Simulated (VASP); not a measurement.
Input of a VASP 6.6.1 run:

File INCAR:

```
SYSTEM = TiC
PREC = Accurate
ENCUT = 600
EDIFF = 1E-6
ISMEAR = -1
SIGMA = 0.05
LREAL = .FALSE.
LASPH = .TRUE.
NELM = 120
ALGO = Normal
ISIF = 2
LWAVE = .FALSE.
LCHARG = .TRUE.
GGA = PE
LELF = .TRUE.
LVHAR = .TRUE.
NBANDS = 15
GGA_COMPAT = .FALSE.
```

File KPOINTS:

```
regular mesh
0
G
  7 7 7
  0 0 0
```

File POSCAR:

```
TiC
1.0
    0.0000000000      2.1593000000      2.1593000000
    2.1593000000      0.0000000000      2.1593000000
    2.1593000000      2.1593000000      0.0000000000
Ti C
1 1
Direct
    0.0000000000      0.0000000000      0.0000000000
    0.5000000000      0.5000000000      0.5000000000
```

Potentials or basis: VASP PAW PBE potentials, release 64 (Ti_sv, C).

Command:

```sh
$ cat potpaw_PBE.64/Ti_sv/POTCAR potpaw_PBE.64/C/POTCAR > POTCAR
$ mpirun -np 1 vasp_std > vasp.out
```

Q: What does it give for the band gap on the k mesh?

A: Zero (band 8 reaches 10.21 eV, above the bottom of band 9 at 9.12 eV).

Q: Estimate the pressure.

A: 2.7 GPa.
